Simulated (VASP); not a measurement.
# Ga (I-43d) in VASP: single point with PBEsol

Aim: the single point of Ga with PBEsol.

Program: VASP 6.6.1. These are calculated values, not measurements. Logs are shortened: lines on timing, memory, paths and dates and some standing lists are left out, and cuts for length are marked.

### 1 The cell of the first run

The structure is cubic, space group I-43d (No. 220). Conventional cell: a = 5.968 Å, b = 5.968 Å, c = 5.968 Å, α = 90.00°, β = 90.00°, γ = 90.00°. Ga (site symmetry -4) has 12 Ga at 2.79 to 3.34 Å within 3.7 Å.

### 2 Single point, PBEsol

POSCAR

```
Ga
1.0
   -2.9841597761      2.9841597761      2.9841597761
    2.9841597761     -2.9841597761      2.9841597761
    2.9841597761      2.9841597761     -2.9841597761
Ga
6
Direct
    0.2500000000      0.6250000000      0.3750000000
    0.3750000000      0.2500000000      0.6250000000
    0.7500000000      0.8750000000      0.1250000000
    0.1250000000      0.7500000000      0.8750000000
    0.6250000000      0.3750000000      0.2500000000
    0.8750000000      0.1250000000      0.7500000000
```

INCAR.step1

```
PREC = Accurate
ENCUT = 520
EDIFF = 1E-6
ISMEAR = 0
SIGMA = 0.1
LREAL = False
LASPH = True
NELM = 100
ALGO = Fast
ISIF = 2
LWAVE = False
LCHARG = True
GGA = PS
NBANDS = 48
```

KPOINTS.step1

```
regular mesh
0
Gamma
  8 8 8
```

INCAR.step2

```
PREC = Accurate
ENCUT = 520
EDIFF = 1E-6
ISMEAR = -5
SIGMA = 0.1
LREAL = False
LASPH = True
NELM = 100
ALGO = Fast
ISIF = 2
LWAVE = False
LCHARG = False
GGA = PS
LORBIT = 11
NEDOS = 2001
ICHARG = 11
```

KPOINTS.step2

```
regular mesh
0
Gamma
  12 12 12
```

Potentials or basis: VASP PAW PBE potentials, release 64 (Ga_d).

Command:

```sh
cat potpaw_PBE.64/Ga_d/POTCAR > POTCAR
cp INCAR.step1 INCAR
cp KPOINTS.step1 KPOINTS
mpirun -np 1 vasp_std > vasp.out
cp INCAR.step2 INCAR
cp KPOINTS.step2 KPOINTS
mpirun -np 1 vasp_std > vasp.out
```

OUTCAR:

```text
PREC = Accurate
   ENCUT = 520
   EDIFF = 1E-6
   ISMEAR = -5
   LREAL = False
   LASPH = True
   NELM = 100
   ISIF = 2
   GGA = PS
   LORBIT = 11
   ICHARG = 11

 ion  position               nearest neighbor table
   1  0.250  0.625  0.375-   2 2.79   2 2.79   5 2.79   4 2.79   6 2.79   4 2.79   6 2.79   5 2.79

   2  0.375  0.250  0.625-   5 2.79   1 2.79   5 2.79   6 2.79   1 2.79   6 2.79   3 2.79   3 2.79

   3  0.750  0.875  0.125-   6 2.79   4 2.79   5 2.79   6 2.79   5 2.79   4 2.79   2 2.79   2 2.79

   4  0.125  0.750  0.875-   3 2.79   3 2.79   6 2.79   5 2.79   1 2.79   1 2.79   6 2.79   5 2.79

   5  0.625  0.375  0.250-   1 2.79   2 2.79   3 2.79   2 2.79   3 2.79   4 2.79   1 2.79   4 2.79

   6  0.875  0.125  0.750-   2 2.79   3 2.79   4 2.79   3 2.79   2 2.79   1 2.79   4 2.79   1 2.79

  LATTYP: Found a body centered cubic cell.
 ALAT       =     5.9683195522

  Lattice vectors:

 A1 = (  -2.9841597761,   2.9841597761,   2.9841597761)
 A2 = (   2.9841597761,  -2.9841597761,   2.9841597761)
 A3 = (   2.9841597761,   2.9841597761,  -2.9841597761)

Analysis of symmetry for initial positions (statically):
=====================================================================
 Subroutine PRICEL returns:
 Original cell was already a primitive cell.

 Routine SETGRP: Setting up the symmetry group for a
 body centered cubic supercell.

 Subroutine GETGRP returns: Found 24 space group operations
 (whereof  3 operations were pure point group operations)
 out of a pool of 48 trial point group operations.

The static configuration has the point symmetry C_3 .
 The point group associated with its full space group is T_d .

Analysis of symmetry for dynamics (positions and initial velocities):
=====================================================================
 Subroutine PRICEL returns:
 Original cell was already a primitive cell.

 Routine SETGRP: Setting up the symmetry group for a
 body centered cubic supercell.

 Subroutine GETGRP returns: Found 24 space group operations
 (whereof  3 operations were pure point group operations)
 out of a pool of 48 trial point group operations.

The dynamic configuration has the point symmetry C_3 .
 The point group associated with its full space group is T_d .

 Subroutine INISYM returns: Found 24 space group operations
 (whereof  3 operations are pure point group operations),
 and found     1 'primitive' translations

----------------------------------------------------------------------------------------

                                     Primitive cell
[... 117 lines left out ...]
   EFERMI_NEDOS =   21; number of points for ismear=-14 and -15
   IALGO  =     68    algorithm
   IMIX   =      4    mixing-type and parameters
     AMIX     =   0.40;   BMIX     =  1.00
     AMIX_MAG =   1.60;   BMIX_MAG =  1.00
  volume/ion in A,a.u.               =      17.72       119.56
  Fermi-wavevector in a.u.,A,eV,Ry     =   1.476605  2.790379 29.665625  2.180362
  Thomas-Fermi vector in A             =   2.591111
   LORBIT       =     11    0 simple, 1 ext, 2 COOP (PROOUT), +10 PAW based schemes
   GGA     = PS    functional components
   LHFCALC =     F    Hartree Fock is set to
   AEXX    =    0.0000 exact exchange contribution
   IVDW    =     0    specifies the selected vdW correction
   LEPSILON=     F    determine dielectric tensor
   LRPA    =     F    only Hartree local field effects (RPA)
 non-spin polarized calculation
 RMM-DIIS sequential band-by-band and
 Fermi weights with tetrahedron method with Bloechl corrections
  energy-cutoff  :      520.00
  volume of cell :      106.30
 maximum number of plane-waves:      2916

 number of electron      77.9999954 magnetization

 Free energy of the ion-electron system (eV)
  ---------------------------------------------------
  ext. energy  EPLUGINS =         0.00000000
  ---------------------------------------------------
  free energy    TOTEN  =       -20.03394880 eV

  energy without entropy =      -20.03394880  energy(sigma->0) =      -20.03394880

 E-fermi :   5.9168     XC(G=0): -11.4543

 val. band max:        6.3027438004   @ k =  -0.4167  -0.4167   0.2500
 cond. band min:       5.5576881747   @ k =   0.5000   0.0000   0.0000
 fundamental gap:     -0.7450556257
 Fermi energy:         5.9168161930

 k-point     1 :       0.0000    0.0000    0.0000
  band No.  band energies     occupation
      1      -9.0910      2.00000
      2      -9.0507      2.00000
      3      -9.0507      2.00000
      4      -9.0151      2.00000
      5      -9.0151      2.00000
      6      -9.0151      2.00000
[... 1165 lines left out ...]
     45      10.7239      0.00000
     46      10.7387      0.00000

 [... further k-points ...]

------------------------ aborting loop because EDIFF is reached ----------------------------------------

  FORCE on cell =-STRESS in cart. coord.  units (eV):
  Direction    XX          YY          ZZ          XY          YZ          ZX
  --------------------------------------------------------------------------------------
  -------------------------------------------------------------------------------------
  Total       -0.2928051     -0.2928051     -0.2928051     -0.0000000      0.0000000     -0.0000000
  in kB       -4.4132957     -4.4132957     -4.4132957     -0.0000000      0.0000000     -0.0000000
  external PRESSURE =      -4.4132957 kB  Pullay stress =       0.0000000 kB

 VOLUME and BASIS-vectors are now :
 -----------------------------------------------------------------------------
  energy-cutoff  :      520.00
  volume of cell :      106.30
      direct lattice vectors                 reciprocal lattice vectors
    -2.984159776  2.984159776  2.984159776     0.000000000  0.167551350  0.167551350
     2.984159776 -2.984159776  2.984159776     0.167551350  0.000000000  0.167551350
     2.984159776  2.984159776 -2.984159776     0.167551350  0.167551350  0.000000000

 POSITION                                       TOTAL-FORCE (eV/Angst)
 -----------------------------------------------------------------------------------
      2.23812     -0.00000      1.49208        -0.000000      0.000000      0.000000
      1.49208      2.23812     -0.00000        -0.000000     -0.000000     -0.000000
      0.74604     -0.00000      4.47624        -0.000000      0.000000      0.000000
      4.47624      0.74604      0.00000         0.000000      0.000000      0.000000
     -0.00000      1.49208      2.23812        -0.000000     -0.000000      0.000000
      0.00000      4.47624      0.74604         0.000000     -0.000000     -0.000000
 -----------------------------------------------------------------------------------
    total drift:                                0.000000      0.000000      0.000000

  FREE ENERGIE OF THE ION-ELECTRON SYSTEM (eV)
  ---------------------------------------------------
  free  energy   TOTEN  =       -20.0339487950 eV

  energy  without entropy=      -20.0339487950  energy(sigma->0) =      -20.03394880

 total charge

# of ion       s       p       d       tot
------------------------------------------
    1        0.999   0.619   9.965  11.582
    2        0.999   0.619   9.965  11.582
    3        0.999   0.619   9.965  11.582
    4        0.999   0.619   9.965  11.582
    5        0.999   0.619   9.965  11.582
    6        0.999   0.619   9.965  11.582
--------------------------------------------------
tot          5.996   3.712  59.787  69.494
```

Run time: 9 min. Hardware: 1 thread of Intel Xeon Platinum 8259CL at 2.50GHz (Skylake/Cascade Lake), shared host; peak memory 0.38 GiB.

Results:

- Valence electrons inside the program's atomic spheres: Ga 11.58

Caveat: the PAW data sets were made with another functional, which shifts forces and pressure a little; tetrahedron occupations give inexact forces and stress in metals.
